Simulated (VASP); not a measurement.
# Si11Ge21 (P1) in VASP: single point with PBE

Aim: the single point of Si11Ge21 with PBE.

All numbers are computed with VASP 6.6.1; they aren't measurements. Logs are shortened: lines on timing, memory, paths and dates and some standing lists are left out, and cuts for length are marked.

### 1 The cell of the first run

The typed cell holds 64 atoms: a = 11.163 Å, b = 11.163 Å, c = 11.163 Å, α = 90.00°, β = 90.00°, γ = 90.00°.

### 2 Single point, PBE

The input, INCAR:

```
PREC = Accurate
ENCUT = 520
EDIFF = 1E-7
ISMEAR = -1
SIGMA = 0.05
LREAL = Auto
LASPH = True
NELM = 60
ALGO = Normal
ISIF = 2
LWAVE = False
LCHARG = False
GGA = PE
NBANDS = 376
```

The input, KPOINTS:

```
Automatic mesh
0
Gamma
  1 1 1
```

The input, POSCAR:

```
Si11Ge21
1.0
   11.1630580000      0.0000000000      0.0000000000
    0.0000000000     11.1630580000      0.0000000000
    0.0000000000      0.0000000000     11.1630580000
Ge Si
42 22
Direct
    0.9984330000      0.9965070000      0.9986880000
    0.9981890000      0.4991210000      0.9952400000
    0.0035280000      0.5000540000      0.4996850000
    0.4989860000      0.0012230000      0.9976890000
    0.4992710000      0.0035730000      0.4999940000
    0.5049920000      0.5001840000      0.0012590000
    0.1231170000      0.1266170000      0.1259570000
    0.1210370000      0.1249380000      0.6252660000
    0.1237850000      0.6244240000      0.1242960000
    0.6266370000      0.1273560000      0.1222980000
    0.6236530000      0.6226340000      0.6234850000
    0.2487110000      0.2505840000      0.9948720000
    0.2482740000      0.2490290000      0.4963850000
    0.2471300000      0.7512900000      0.9974750000
    0.7488320000      0.2499160000      0.5012590000
    0.7527280000      0.7516210000      0.5024150000
    0.3747990000      0.3751860000      0.1247660000
    0.3756150000      0.3763560000      0.6225330000
    0.3745830000      0.8746470000      0.1251670000
    0.3718190000      0.8738910000      0.6226470000
    0.8725750000      0.3740190000      0.1258270000
    0.8777340000      0.3747550000      0.6281110000
    0.2512190000      0.0017860000      0.2535000000
    0.2480140000      0.9997910000      0.7522690000
    0.2496190000      0.5003320000      0.2533830000
    0.2455040000      0.5002590000      0.7481420000
    0.7525480000      0.9988920000      0.2457770000
    0.7515660000      0.9999640000      0.7461630000
    0.7510220000      0.5009400000      0.7541990000
    0.3749100000      0.6236580000      0.8749720000
    0.8786430000      0.1242560000      0.3756600000
    0.8750880000      0.1287560000      0.8748680000
    0.8730560000      0.6227910000      0.3727420000
    0.9972110000      0.7516860000      0.2476350000
    0.4991170000      0.2486850000      0.2513690000
    0.5023560000      0.2499140000      0.7514690000
    0.5000850000      0.7450570000      0.2500550000
    0.4995550000      0.7497650000      0.7489270000
    0.1247260000      0.8738420000      0.3789990000
    0.6239990000      0.3797950000      0.3745890000
    0.6255980000      0.8759820000      0.3744660000
    0.6280170000      0.8732000000      0.8756740000
    0.9991510000      0.9974170000      0.5022390000
    0.4977800000      0.5021690000      0.4980280000
    0.1239850000      0.6286810000      0.6252320000
    0.6248660000      0.1249370000      0.6252730000
    0.6299180000      0.6254550000      0.1247300000
    0.2487320000      0.7461450000      0.5002570000
    0.7492620000      0.2518320000      0.9981920000
    0.7523630000      0.7479720000      0.0006250000
    0.8732060000      0.8725910000      0.1213510000
    0.8789770000      0.8753610000      0.6256800000
    0.7481680000      0.5009070000      0.2475130000
    0.3753250000      0.1260920000      0.3755480000
    0.3747770000      0.1250780000      0.8732990000
    0.3739910000      0.6247380000      0.3786270000
    0.8761990000      0.6298460000      0.8743130000
    0.0005050000      0.2523990000      0.2512700000
    0.0012600000      0.2510360000      0.7512980000
    0.9995330000      0.7508350000      0.7484170000
    0.1238060000      0.3736580000      0.3732970000
    0.1225340000      0.3739720000      0.8712830000
    0.1219150000      0.8731810000      0.8723980000
    0.6278340000      0.3744720000      0.8773220000
```

Potentials or basis: VASP PAW PBE potentials, release 64 (Ge_d, Si).

Command:

```console
cat potpaw_PBE.64/Ge_d/POTCAR potpaw_PBE.64/Si/POTCAR > POTCAR
mpirun -np 1 vasp_gam > vasp.out
```

OUTCAR:

```text
PREC = Accurate
   ENCUT = 520
   EDIFF = 1E-7
   ISMEAR = -1
   LREAL = Auto
   LASPH = True
   NELM = 60
   ISIF = 2
   GGA = PE

 ion  position               nearest neighbor table
   1  0.998  0.997  0.999-  51 2.40  63 2.40  32 2.45   7 2.46
   2  0.998  0.499  0.995-  62 2.41  57 2.41   9 2.45  21 2.46
   3  0.004  0.500  0.500-  61 2.41  45 2.42  22 2.45  33 2.45
   4  0.499  0.001  0.998-  55 2.40  10 2.44  19 2.44  42 2.44
   5  0.499  0.004  0.500-  54 2.39  46 2.40  41 2.45  20 2.45
   6  0.505  0.500  0.001-  64 2.40  47 2.41  17 2.44  30 2.45
[... 56 lines left out ...]
  63  0.122  0.873  0.872-  60 2.38  14 2.40  24 2.40   1 2.40
  64  0.628  0.374  0.877-  49 2.35   6 2.40  29 2.40  36 2.42

  LATTYP: Found a simple cubic cell.
 ALAT       =    11.1630580000

  Lattice vectors:

 A1 = (  11.1630580000,   0.0000000000,   0.0000000000)
 A2 = (   0.0000000000,  11.1630580000,   0.0000000000)
 A3 = (   0.0000000000,   0.0000000000,  11.1630580000)

Analysis of symmetry for initial positions (statically):
=====================================================================
 Subroutine PRICEL returns:
 Original cell was already a primitive cell.

 Routine SETGRP: Setting up the symmetry group for a
 simple cubic supercell.

 Subroutine GETGRP returns: Found  1 space group operations
 (whereof  1 operations were pure point group operations)
 out of a pool of 48 trial point group operations.

The static configuration has the point symmetry C_1 .

Analysis of symmetry for dynamics (positions and initial velocities):
=====================================================================
 Subroutine PRICEL returns:
 Original cell was already a primitive cell.

 Routine SETGRP: Setting up the symmetry group for a
 simple cubic supercell.

 Subroutine GETGRP returns: Found  1 space group operations
 (whereof  1 operations were pure point group operations)
 out of a pool of 48 trial point group operations.

The dynamic configuration has the point symmetry C_1 .

 Subroutine INISYM returns: Found  1 space group operations
 (whereof  1 operations are pure point group operations),
 and found     1 'primitive' translations

----------------------------------------------------------------------------------------

                                     Primitive cell

  volume of cell :    1391.0718

  direct lattice vectors                    reciprocal lattice vectors
    11.163058000  0.000000000  0.000000000     0.089581188  0.000000000  0.000000000
     0.000000000 11.163058000  0.000000000     0.000000000  0.089581188  0.000000000
     0.000000000  0.000000000 11.163058000     0.000000000  0.000000000  0.089581188

  length of vectors
    11.163058000 11.163058000 11.163058000     0.089581188  0.089581188  0.089581188

  position of ions in fractional coordinates (direct lattice)
     0.998433000  0.996507000  0.998688000
     0.998189000  0.499121000  0.995240000
     0.003528000  0.500054000  0.499685000
     0.498986000  0.001223000  0.997689000
     0.499271000  0.003573000  0.499994000
     0.504992000  0.500184000  0.001259000
[... 56 lines left out ...]
     0.121915000  0.873181000  0.872398000
     0.627834000  0.374472000  0.877322000

  ion indices of the primitive-cell ions
   primitive index   ion index
                 1           1
                 2           2
                 3           3
                 4           4
                 5           5
                 6           6
[... 56 lines left out ...]
                63          63
                64          64

----------------------------------------------------------------------------------------

 KPOINTS: Automatic mesh

Automatic generation of k-mesh.
 Grid dimensions read from file:
 generate k-points for:    1    1    1

 Generating k-lattice:

  Cartesian coordinates                     Fractional coordinates (reciprocal lattice)
     0.089581188  0.000000000  0.000000000     1.000000000  0.000000000  0.000000000
     0.000000000  0.089581188  0.000000000     0.000000000  1.000000000  0.000000000
     0.000000000  0.000000000  0.089581188     0.000000000  0.000000000  1.000000000

  Length of vectors
     0.089581188  0.089581188  0.089581188

  Shift w.r.t. Gamma in fractional coordinates (k-lattice)
     0.000000000  0.000000000  0.000000000

 Subroutine IBZKPT returns following result:
 ===========================================

 Found      1 irreducible k-points:

 Following reciprocal coordinates:
            Coordinates               Weight
  0.000000  0.000000  0.000000      1.000000
   k-points           NKPTS =      1   k-points in BZ     NKDIM =      1   number of bands    NBANDS=    376
   number of dos      NEDOS =    301   number of ions     NIONS =     64
   total plane-waves  NPLWV = 592704
   dimension x,y,z NGX =    84 NGY =   84 NGZ =   84
   dimension x,y,z NGXF=   168 NGYF=  168 NGZF=  168
   ions per type =              42  22
   NGX,Y,Z   is equivalent  to a cutoff of  12.51, 12.51, 12.51 a.u.
   NGXF,Y,Z  is equivalent  to a cutoff of  25.02, 25.02, 25.02 a.u.
 SYSTEM =  unknown system
   PREC   = accura    normal or accurate (medium, high low for compatibility)
   ISTART =      0    job   : 0-new  1-cont  2-samecut
   ICHARG =      2    charge: 1-file 2-atom 10-const
   ISPIN  =      1    spin polarized calculation?
   LNONCOLLINEAR =      F non collinear calculations
   LSORBIT =      F    spin-orbit coupling
   LASPH  =      T    aspherical Exc in radial PAW
   ENCUT  =  520.0 eV  38.22 Ry    6.18 a.u.  20.76 20.76 20.76*2*pi/ulx,y,z
   NELM   =     60;   NELMIN=  2; NELMDL= -5     # of ELM steps
   EDIFF  = 0.1E-06   stopping-criterion for ELM
   LREAL  =      T    real-space projection
   EDIFFG = 0.1E-05   stopping-criterion for IOM
   NSW    =      0    number of steps for IOM
   IBRION =     -1    ionic relax: 0-MD 1-quasi-New 2-CG
   NFREE  =      0    steps in history (QN), initial steepest desc. (CG)
   ISIF   =      2    stress and relaxation
   ISYM   =      2    0-nonsym 1-usesym 2-fastsym
   POTIM  = 0.5000    time-step for ionic-motion
   TEBEG  =    0.0;   TEEND  =   0.0 temperature during run
   PSTRESS=    0.0 pullay stress
   NELECT =     676.0000    total number of electrons
   NUPDOWN=      -1.0000    fix difference up-down
   EMIN   =  10.00;   EMAX   =-10.00  energy-range for DOS
   EFERMI =   0.00;   METHOD = LEGACY
   ISMEAR =    -1;   SIGMA  =   0.05  broadening in eV -4-tet -1-fermi 0-gaus
   EFERMI_NEDOS =   21; number of points for ismear=-14 and -15
   IALGO  =     38    algorithm
   IMIX   =      4    mixing-type and parameters
     AMIX     =   0.40;   BMIX     =  1.00
     AMIX_MAG =   1.60;   BMIX_MAG =  1.00
  volume/ion in A,a.u.               =      21.74       146.68
  Fermi-wavevector in a.u.,A,eV,Ry     =   1.287085  2.432238 22.539244  1.656588
  Thomas-Fermi vector in A             =   2.419121
   LORBIT       =      0    0 simple, 1 ext, 2 COOP (PROOUT), +10 PAW based schemes
   GGA     = PE    functional components
   LHFCALC =     F    Hartree Fock is set to
   AEXX    =    0.0000 exact exchange contribution
   IVDW    =     0    specifies the selected vdW correction
   LEPSILON=     F    determine dielectric tensor
   LRPA    =     F    only Hartree local field effects (RPA)
 non-spin polarized calculation
  energy-cutoff  :      520.00
  volume of cell :     1391.07
 maximum number of plane-waves:     18765
 NGX is ok and might be reduce to    84
   NGX = 41   NGY = 41   NGZ = 41

 number of electron     675.9999956 magnetization

 Free energy of the ion-electron system (eV)
  ---------------------------------------------------
  ext. energy  EPLUGINS =         0.00000000
  ---------------------------------------------------
  free energy    TOTEN  =      -299.60654021 eV

  energy without entropy =     -299.58084667  energy(sigma->0) =     -299.59369344

 E-fermi :   5.5491     XC(G=0):  -9.7329

 val. band max:        5.3092664633   @ k =   0.0000   0.0000   0.0000
 cond. band min:       5.7689007641   @ k =   0.0000   0.0000   0.0000
 fundamental gap:      0.4596343007
 Fermi energy:         5.5490853662

 k-point     1 :       0.0000    0.0000    0.0000
  band No.  band energies     occupation
      1     -19.3574      2.00000
      2     -19.3483      2.00000
      3     -19.3450      2.00000
      4     -19.3439      2.00000
      5     -19.3399      2.00000
      6     -19.3382      2.00000
[... 342 lines left out ...]
    349       6.2975      0.00000
    350       6.3148      0.00000
 [bands above 350 left out]

------------------------ aborting loop because EDIFF is reached ----------------------------------------

  FORCE on cell =-STRESS in cart. coord.  units (eV):
  Direction    XX          YY          ZZ          XY          YZ          ZX
  --------------------------------------------------------------------------------------
  -------------------------------------------------------------------------------------
  Total       25.5131845     25.3734945     25.5108446     -0.5058744     -0.2648019     -0.5089962
  in kB       29.3850010     29.2241119     29.3823059     -0.5826447     -0.3049875     -0.5862402
  external PRESSURE =      29.3304729 kB  Pullay stress =       0.0000000 kB

 VOLUME and BASIS-vectors are now :
 -----------------------------------------------------------------------------
  energy-cutoff  :      520.00
  volume of cell :     1391.07
      direct lattice vectors                 reciprocal lattice vectors
    11.163058000  0.000000000  0.000000000     0.089581188  0.000000000  0.000000000
     0.000000000 11.163058000  0.000000000     0.000000000  0.089581188  0.000000000
     0.000000000  0.000000000 11.163058000     0.000000000  0.000000000  0.089581188

 POSITION                                       TOTAL-FORCE (eV/Angst)
 -----------------------------------------------------------------------------------
     11.14557     11.12407     11.14841         0.031893     -0.038711      0.040558
     11.14284      5.57172     11.10992         0.051968      0.031256     -0.017504
      0.03938      5.58213      5.57801         0.058726      0.014294     -0.025283
      5.57021      0.01365     11.13726        -0.016230      0.080471     -0.038992
      5.57339      0.03989      5.58146        -0.002857      0.056420     -0.003366
      5.63725      5.58358      0.01405         0.106064      0.000284     -0.027810
[... 56 lines left out ...]
      1.36094      9.74737      9.73863        -0.018858     -0.032067     -0.038161
      7.00855      4.18025      9.79360         0.002972     -0.067800      0.004684
 -----------------------------------------------------------------------------------
    total drift:                               -0.000307      0.001193      0.003460

  FREE ENERGIE OF THE ION-ELECTRON SYSTEM (eV)
  ---------------------------------------------------
  free  energy   TOTEN  =      -299.6065402115 eV

  energy  without entropy=     -299.5808466741  energy(sigma->0) =     -299.59369344
```

Run time: 40 min. Hardware: 1 thread of AMD EPYC 7R13, shared host; peak memory 1.1 GiB.

Results:

```yaml
Free_energy: -299.6065 eV
Pressure: 2.9 GPa
Largest_force: 0.115 eV/Å
Band_gap_on_the_k_mesh: 0.46 eV
```

Forces on the atoms (eV/Å):
```
Ge   0.032 -0.039  0.041
Ge   0.052  0.031 -0.018
Ge   0.059  0.014 -0.025
Ge  -0.016  0.080 -0.039
Ge  -0.003  0.056 -0.003
Ge   0.106  0.000 -0.028
Ge  -0.033 -0.011  0.026
Ge  -0.085  0.002  0.009
Ge  -0.026 -0.017 -0.041
Ge  -0.008  0.033 -0.091
Ge  -0.015  0.009 -0.028
Ge   0.028  0.017 -0.026
Ge   0.014  0.043 -0.079
Ge  -0.033  0.042 -0.056
Ge  -0.001 -0.015  0.082
Ge   0.003 -0.005 -0.026
Ge  -0.016 -0.027 -0.018
Ge   0.014  0.006 -0.084
Ge  -0.038  0.007 -0.023
Ge  -0.020 -0.049 -0.011
Ge  -0.043 -0.045 -0.008
Ge   0.015 -0.086  0.025
Ge   0.023  0.048  0.017
Ge  -0.011 -0.036  0.074
Ge  -0.017 -0.030  0.110
Ge  -0.028  0.036  0.047
Ge   0.101 -0.025  0.010
Ge   0.043  0.087 -0.009
Ge  -0.016  0.018  0.080
Ge  -0.024  0.010 -0.004
Ge   0.065 -0.037 -0.044
Ge  -0.026  0.050 -0.091
Ge  -0.002  0.017 -0.018
Ge  -0.034  0.041  0.014
Ge  -0.041  0.019  0.046
Ge   0.082 -0.037  0.071
Ge   0.070 -0.006  0.060
Ge  -0.002 -0.021  0.002
Ge  -0.062 -0.025  0.005
Ge  -0.053 -0.005 -0.020
Ge  -0.009 -0.049  0.014
Ge   0.001 -0.073  0.010
Si  -0.025  0.023  0.069
Si  -0.019  0.057 -0.002
Si  -0.018  0.015 -0.069
Si  -0.013  0.029 -0.028
Si   0.030 -0.054 -0.044
Si   0.051 -0.014  0.053
Si  -0.031  0.063  0.020
Si   0.056  0.003  0.063
Si  -0.032 -0.058 -0.024
Si   0.034 -0.050 -0.062
Si  -0.001  0.080 -0.001
Si  -0.004 -0.014 -0.006
Si  -0.014 -0.004  0.015
Si  -0.039 -0.054  0.045
Si  -0.063  0.003 -0.024
Si   0.020  0.009  0.043
Si   0.010  0.018  0.028
Si   0.068  0.043  0.068
Si  -0.005  0.010 -0.028
Si  -0.034 -0.039 -0.035
Si  -0.019 -0.032 -0.038
Si   0.003 -0.068  0.005
```

Levels at points of the mesh, in eV from the valence-band top:
| k point | band 335 | band 336 | band 337 | band 338 | band 339 | band 340 | band 341 | band 342 |
| --- | --- | --- | --- | --- | --- | --- | --- | --- |
| (0.00, 0.00, 0.00) | -1.26 | -0.02 | 0.00 | 0.00 | 0.46 | 0.50 | 0.55 | 0.60 |

Caveat: the k points lie up to 0.56 Å⁻¹ apart. A k mesh can miss the band edges.
